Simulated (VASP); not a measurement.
Write the native input for VASP 6.6.1 that does the following.

- Task: single point
- Functional: PBE
- Potentials or basis: VASP PAW PBE potentials, release 64 (B, As_d)
- Cutoff: 600 eV
- k mesh: 12 × 12 × 6
- Occupations: gaussian, width 0.1 eV
- Spin: no spin polarisation
- Dipole correction: no
- Second run: valence_matched
- Further INCAR settings: ALGO = Normal; EDIFF = 1e-06; NBANDS = 28

The structure of B3As2 lies in POSCAR:

```
B3As2
1.0
    3.1860246437      0.0000000000      0.0000000000
   -1.5930123218      2.7591782785      0.0000000000
    0.0000000000      0.0000000000      6.7665572561
B As
3 2
Direct
    0.0000000000      0.0000000000      0.0000000000
    0.3333333333      0.6666666667      0.4881155562
    0.6666666667      0.3333333333      0.5118844438
    0.3333333333      0.6666666667      0.1834098153
    0.6666666667      0.3333333333      0.8165901847
```

One way to write it, as run:

INCAR

```
PREC     = Accurate       # precision mode
ENCUT    = 600            # plane-wave cutoff, eV
EDIFF    = 1E-6           # SCF threshold, eV
ISMEAR   = 0              # smearing method
SIGMA    = 0.1            # smearing width, eV
LREAL    = False          # projectors in reciprocal space
LASPH    = True           # aspherical terms in the spheres
NELM     = 120            # most SCF steps
ALGO     = Normal         # electronic algorithm
ISIF     = 2              # what is computed and relaxed
LWAVE    = False          # write WAVECAR
LCHARG   = True           # write CHGCAR
GGA      = PE             # functional
LELF     = True           # ELF
LVHAR    = True         
NBANDS   = 28             # bands
GGA_COMPAT= False
```

KPOINTS

```
regular mesh
0
Gamma
  12 12 6
```

Potentials or basis: VASP PAW PBE potentials, release 64 (B, As_d).

Launch:

```bash
$ cat potpaw_PBE.64/B/POTCAR potpaw_PBE.64/As_d/POTCAR > POTCAR
$ mpirun -np 1 vasp_std > vasp.out
```

It gave:

* Pressure: 0.0 GPa
* Largest force: 0.013 eV/Å

Run time: 100 s on 1 thread of Intel(R) Xeon(R) 6975P-C (Granite Rapids) (shared host), peak memory 0.31 GiB.
